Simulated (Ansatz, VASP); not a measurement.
# One calculation of Cu, two programs

```
CELL_PARAMETERS angstrom
-1.44509 1.44509 1.36001
1.44509 -1.44509 1.36001
2.89018 2.89018 0.00000
ATOMIC_POSITIONS crystal
Cu 0.00000 0.00000 0.00000
Cu 0.50000 0.50000 0.50000
```

Alike in both runs: task single point; functional PBEsol; k mesh 14 × 14 × 8; occupations gaussian, width 0.15 eV; no spin polarisation.

|  | VASP | Ansatz |
| --- | --- | --- |
| version | VASP 6.6.1 | Ansatz 0.2.0 |
| potentials or method | VASP PAW PBE potentials, release 64 (Cu), cutoff 520 eV | scalar-relativistic, plane waves, PAW |
| valence electrons in the cell | 22 | 38 |

|  | VASP | Ansatz | Ansatz less VASP |
| --- | --- | --- | --- |
| gap on the k mesh at the Fermi level (eV) | none | none | - |
| pressure (GPa) | 0.6 | 0.0 | -0.69 |
| traceless stress, the component that is largest in VASP (GPa) | -0.41 | -0.41 | -0.001 |

VASP's potentials were made for PBE, not for PBEsol. A gap of «none» marks a metal or a gap that the smearing closes. VASP's potentials hold 22 valence electrons a cell and Ansatz's 38, so a difference there can come from the potentials and not from the codes.
